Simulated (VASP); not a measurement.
# Y3Te2Se (P-3m1) in VASP: single point with PBEsol

Aim: the single point of Y3Te2Se with PBEsol.

Program: VASP 6.6.1. These are calculated values, not measurements. Logs are shortened: lines on timing, memory, paths and dates and some standing lists are left out, and cuts for length are marked.

### 1 The cell of the first run

It takes space group P-3m1 (No. 164, trigonal). Conventional cell: a = 4.186 Å, b = 4.186 Å, c = 10.428 Å, α = 90.00°, β = 90.00°, γ = 120.00°. Se (site symmetry -3m) has 6 Y at 2.84 Å within 3.7 Å. Y (site symmetry -3m) has 6 Te at 3.04 Å within 4.0 Å. Within 3.7 Å of Y (site symmetry 3m) lie 3 Se at 2.84 Å and 3 Te at 3.06 Å. Within 4.0 Å of Te (site symmetry 3m) lie 6 Y at 3.04 to 3.06 Å.

### 2 Single point, PBEsol

Contents of INCAR:

```
SYSTEM = Y3Te2Se
ALGO = Normal
EDIFF = 1E-7
ENCUT = 520
GGA = PS
ISIF = 2
ISMEAR = 0
LASPH = .TRUE.
LCHARG = .TRUE.
LELF = .TRUE.
LREAL = .FALSE.
LVHAR = .TRUE.
LWAVE = .FALSE.
NBANDS = 34
NELM = 100
PREC = Accurate
SIGMA = 0.1
```

Contents of KPOINTS:

```
k-points
0
G
  12 12 4
  0 0 0
```

Contents of POSCAR:

```
Y3Te2Se
1.0
    4.1855161937      0.0000000000      0.0000000000
   -2.0927580969      3.6247633516      0.0000000000
    0.0000000000      0.0000000000     10.4284814278
Se Y Te
1 3 2
Direct
    0.0000000000      0.0000000000      0.0000000000
    0.0000000000      0.0000000000      0.5000000000
    0.6666666667      0.3333333333      0.1428310587
    0.3333333333      0.6666666667      0.8571689413
    0.3333333333      0.6666666667      0.3235904290
    0.6666666667      0.3333333333      0.6764095710
```

Potentials or basis: VASP PAW PBE potentials, release 64 (Se, Y_sv, Te).

Started as:

```
$ cat potpaw_PBE.64/Se/POTCAR potpaw_PBE.64/Y_sv/POTCAR potpaw_PBE.64/Te/POTCAR > POTCAR
$ mpirun -np 1 vasp_std > vasp.out
```

OUTCAR:

```text
SYSTEM = Y3Te2Se
   EDIFF = 1E-7
   ENCUT = 520
   GGA = PS
   ISIF = 2
   ISMEAR = 0
   LASPH = .TRUE.
   LREAL = .FALSE.
   NELM = 100
   PREC = Accurate

 ion  position               nearest neighbor table
   1  0.000  0.000  0.000-   3 2.84   4 2.84   4 2.84   3 2.84   3 2.84   4 2.84
   2  0.000  0.000  0.500-   5 3.04   6 3.04   5 3.04   6 3.04   6 3.04   5 3.04
   3  0.667  0.333  0.143-   1 2.84   1 2.84   1 2.84   5 3.06   5 3.06   5 3.06   4 3.84   4 3.84
                             4 3.84
   4  0.333  0.667  0.857-   1 2.84   1 2.84   1 2.84   6 3.06   6 3.06   6 3.06   3 3.84   3 3.84
                             3 3.84
   5  0.333  0.667  0.324-   2 3.04   2 3.04   2 3.04   3 3.06   3 3.06   3 3.06
   6  0.667  0.333  0.676-   2 3.04   2 3.04   2 3.04   4 3.06   4 3.06   4 3.06

  LATTYP: Found a hexagonal cell.
 ALAT       =     4.1855161937
 C/A-ratio  =     2.4915639900

  Lattice vectors:

 A1 = (   4.1855161937,   0.0000000000,   0.0000000000)
 A2 = (  -2.0927580969,   3.6247633516,   0.0000000000)
 A3 = (   0.0000000000,   0.0000000000,  10.4284814278)

Analysis of symmetry for initial positions (statically):
=====================================================================
 Subroutine PRICEL returns:
 Original cell was already a primitive cell.

 Routine SETGRP: Setting up the symmetry group for a
 hexagonal supercell.

 Subroutine GETGRP returns: Found 12 space group operations
 (whereof 12 operations were pure point group operations)
 out of a pool of 24 trial point group operations.

The static configuration has the point symmetry D_3d.

Analysis of symmetry for dynamics (positions and initial velocities):
=====================================================================
 Subroutine PRICEL returns:
 Original cell was already a primitive cell.

 Routine SETGRP: Setting up the symmetry group for a
 hexagonal supercell.

 Subroutine GETGRP returns: Found 12 space group operations
 (whereof 12 operations were pure point group operations)
 out of a pool of 24 trial point group operations.

The dynamic configuration has the point symmetry D_3d.

 Subroutine INISYM returns: Found 12 space group operations
 (whereof 12 operations are pure point group operations),
 and found     1 'primitive' translations

----------------------------------------------------------------------------------------

                                     Primitive cell

  volume of cell :     158.2158

  direct lattice vectors                    reciprocal lattice vectors
     4.185516194  0.000000000  0.000000000     0.238919157  0.137940040  0.000000000
    -2.092758097  3.624763352  0.000000000     0.000000000  0.275880079  0.000000000
     0.000000000  0.000000000 10.428481428     0.000000000  0.000000000  0.095891239

  length of vectors
     4.185516194  4.185516194 10.428481428     0.275880079  0.275880079  0.095891239

  position of ions in fractional coordinates (direct lattice)
     0.000000000  0.000000000  0.000000000
     0.000000000  0.000000000  0.500000000
     0.666666667  0.333333333  0.142831059
     0.333333333  0.666666667  0.857168941
     0.333333333  0.666666667  0.323590429
     0.666666667  0.333333333  0.676409571

  ion indices of the primitive-cell ions
   primitive index   ion index
                 1           1
                 2           2
                 3           3
                 4           4
                 5           5
                 6           6

----------------------------------------------------------------------------------------

 KPOINTS: k-points

Automatic generation of k-mesh.
 Grid dimensions read from file:
 generate k-points for:   12   12    4

 Generating k-lattice:

  Cartesian coordinates                     Fractional coordinates (reciprocal lattice)
     0.019909930  0.011495003  0.000000000     0.083333333 -0.000000000  0.000000000
     0.000000000  0.022990007  0.000000000     0.000000000  0.083333333  0.000000000
     0.000000000  0.000000000  0.023972810     0.000000000  0.000000000  0.250000000

  Length of vectors
     0.022990007  0.022990007  0.023972810

  Shift w.r.t. Gamma in fractional coordinates (k-lattice)
     0.000000000  0.000000000  0.000000000

 Subroutine IBZKPT returns following result:
 ===========================================

 Found     69 irreducible k-points:

 Following reciprocal coordinates:
            Coordinates               Weight
  0.000000  0.000000  0.000000      1.000000
  0.083333  0.000000  0.000000      6.000000
  0.166667  0.000000  0.000000      6.000000
  0.250000  0.000000  0.000000      6.000000
  0.333333  0.000000  0.000000      6.000000
  0.416667  0.000000  0.000000      6.000000
[... 16 lines left out ...]
  0.166667  0.000000  0.250000      6.000000
  0.000000  0.166667  0.250000      6.000000
 [... further k-points ...]
   k-points           NKPTS =     69   k-points in BZ     NKDIM =     69   number of bands    NBANDS=     34
   number of dos      NEDOS =    301   number of ions     NIONS =      6
   total plane-waves  NPLWV =  81920
   dimension x,y,z NGX =    32 NGY =   32 NGZ =   80
   dimension x,y,z NGXF=    64 NGYF=   64 NGZF=  160
   ions per type =               1   3   2
   NGX,Y,Z   is equivalent  to a cutoff of  12.71, 12.71, 12.75 a.u.
   NGXF,Y,Z  is equivalent  to a cutoff of  25.42, 25.42, 25.51 a.u.
 SYSTEM =  Y3Te2Se
   PREC   = accura    normal or accurate (medium, high low for compatibility)
   ISTART =      0    job   : 0-new  1-cont  2-samecut
   ICHARG =      2    charge: 1-file 2-atom 10-const
   ISPIN  =      1    spin polarized calculation?
   LNONCOLLINEAR =      F non collinear calculations
   LSORBIT =      F    spin-orbit coupling
   LASPH  =      T    aspherical Exc in radial PAW
   ENCUT  =  520.0 eV  38.22 Ry    6.18 a.u.   7.78  7.78 19.39*2*pi/ulx,y,z
   NELM   =    100;   NELMIN=  2; NELMDL= -5     # of ELM steps
   EDIFF  = 0.1E-06   stopping-criterion for ELM
   LREAL  =      F    real-space projection
   EDIFFG = 0.1E-05   stopping-criterion for IOM
   NSW    =      0    number of steps for IOM
   IBRION =     -1    ionic relax: 0-MD 1-quasi-New 2-CG
   NFREE  =      0    steps in history (QN), initial steepest desc. (CG)
   ISIF   =      2    stress and relaxation
   ISYM   =      2    0-nonsym 1-usesym 2-fastsym
   POTIM  = 0.5000    time-step for ionic-motion
   TEBEG  =    0.0;   TEEND  =   0.0 temperature during run
   PSTRESS=    0.0 pullay stress
   NELECT =      51.0000    total number of electrons
   NUPDOWN=      -1.0000    fix difference up-down
   EMIN   =  10.00;   EMAX   =-10.00  energy-range for DOS
   EFERMI =   0.00;   METHOD = LEGACY
   ISMEAR =     0;   SIGMA  =   0.10  broadening in eV -4-tet -1-fermi 0-gaus
   EFERMI_NEDOS =   21; number of points for ismear=-14 and -15
   IALGO  =     38    algorithm
   IMIX   =      4    mixing-type and parameters
     AMIX     =   0.40;   BMIX     =  1.00
     AMIX_MAG =   1.60;   BMIX_MAG =  1.00
  volume/ion in A,a.u.               =      26.37       177.95
  Fermi-wavevector in a.u.,A,eV,Ry     =   1.122488  2.121194 17.143054  1.259979
  Thomas-Fermi vector in A             =   2.259148
   LORBIT       =      0    0 simple, 1 ext, 2 COOP (PROOUT), +10 PAW based schemes
   GGA     = PS    functional components
   LHFCALC =     F    Hartree Fock is set to
   AEXX    =    0.0000 exact exchange contribution
   IVDW    =     0    specifies the selected vdW correction
   LEPSILON=     F    determine dielectric tensor
   LRPA    =     F    only Hartree local field effects (RPA)
 non-spin polarized calculation
 Gauss-broadening in eV      SIGMA  =   0.10
  energy-cutoff  :      520.00
  volume of cell :      158.22
 maximum number of plane-waves:      4308
   NGX = 15   NGY = 15   NGZ = 39

 number of electron      50.9999998 magnetization

 Free energy of the ion-electron system (eV)
  ---------------------------------------------------
  ext. energy  EPLUGINS =         0.00000000
  ---------------------------------------------------
  free energy    TOTEN  =       -40.54824927 eV

  energy without entropy =      -40.53112643  energy(sigma->0) =      -40.53968785

 E-fermi :   6.6673     XC(G=0): -10.1933

 val. band max:        6.6588742403   @ k =   0.0833   0.0000   0.5000
 cond. band min:       6.6824428404   @ k =   0.1667   0.0833   0.2500
 fundamental gap:      0.0235686001
 Fermi energy:         6.6672805431

 k-point     1 :       0.0000    0.0000    0.0000
  band No.  band energies     occupation
      1     -37.0004      2.00000
      2     -36.8261      2.00000
      3     -36.8098      2.00000
      4     -17.1173      2.00000
      5     -17.0492      2.00000
      6     -17.0129      2.00000
[... 26 lines left out ...]
     33       7.5859      0.00000
     34       8.2206      0.00000

 k-point     2 :       0.0833    0.0000    0.0000
  band No.  band energies     occupation
      1     -37.0000      2.00000
      2     -36.8254      2.00000
      3     -36.8096      2.00000
      4     -17.1146      2.00000
      5     -17.0468      2.00000
      6     -17.0206      2.00000
[... 26 lines left out ...]
     33       7.9990      0.00000
     34       8.3819      0.00000

 k-point     3 :       0.1667    0.0000    0.0000
  band No.  band energies     occupation
      1     -36.9987      2.00000
      2     -36.8233      2.00000
      3     -36.8090      2.00000
      4     -17.1074      2.00000
      5     -17.0535      2.00000
      6     -17.0289      2.00000
[... 26 lines left out ...]
     33       8.5672      0.00000
     34       8.6333      0.00000
[... 704 lines left out ...]
 k-point    23 :       0.1667    0.0000    0.2500
  band No.  band energies     occupation
      1     -36.9987      2.00000
      2     -36.8234      2.00000
      3     -36.8090      2.00000
      4     -17.1124      2.00000
      5     -17.0515      2.00000
      6     -17.0235      2.00000
[... 26 lines left out ...]
     33       8.0000      0.00000
     34       8.4116      0.00000

 k-point    24 :       0.0000    0.1667    0.2500
  band No.  band energies     occupation
      1     -36.9987      2.00000
      2     -36.8234      2.00000
      3     -36.8090      2.00000
      4     -17.1120      2.00000
      5     -17.0488      2.00000
      6     -17.0266      2.00000
[... 26 lines left out ...]
     33       8.4830      0.00000
     34       8.5958      0.00000

 [... further k-points ...]
[... 5 lines left out ...]
  --------------------------------------------------------------------------------------
  -------------------------------------------------------------------------------------
  Total        0.0300082      0.0300082      0.0825424     -0.0000000      0.0000000      0.0000000
  in kB        0.3038794      0.3038794      0.8358684     -0.0000000      0.0000000      0.0000000
  external PRESSURE =       0.4812091 kB  Pullay stress =       0.0000000 kB

 VOLUME and BASIS-vectors are now :
 -----------------------------------------------------------------------------
  energy-cutoff  :      520.00
  volume of cell :      158.22
      direct lattice vectors                 reciprocal lattice vectors
     4.185516194  0.000000000  0.000000000     0.238919157  0.137940040  0.000000000
    -2.092758097  3.624763352  0.000000000     0.000000000  0.275880079  0.000000000
     0.000000000  0.000000000 10.428481428     0.000000000  0.000000000  0.095891239

 POSITION                                       TOTAL-FORCE (eV/Angst)
 -----------------------------------------------------------------------------------
      0.00000      0.00000      0.00000        -0.000000      0.000000      0.000000
      0.00000      0.00000      5.21424        -0.000000      0.000000      0.000000
      2.09276      1.20825      1.48951         0.000000      0.000000      0.000214
     -0.00000      2.41651      8.93897        -0.000000     -0.000000     -0.000214
     -0.00000      2.41651      3.37456         0.000000      0.000000      0.001222
      2.09276      1.20825      7.05392        -0.000000     -0.000000     -0.001222
 -----------------------------------------------------------------------------------
    total drift:                                0.000000     -0.000000      0.000000

  FREE ENERGIE OF THE ION-ELECTRON SYSTEM (eV)
  ---------------------------------------------------
  free  energy   TOTEN  =       -40.5482492711 eV

  energy  without entropy=      -40.5311264308  energy(sigma->0) =      -40.53968785
```

Run time: 6.6 min. Hardware: 1 thread of AMD EPYC 7R13 (Zen 3), shared host; peak memory 0.51 GiB.

What came out:

```
Free energy : -40.5482 eV
Pressure    : 0.0 GPa
```

Caveat: the PAW data sets were made with another functional, which shifts forces and pressure a little; spin-orbit coupling is left out, which moves the levels of the heavy elements.
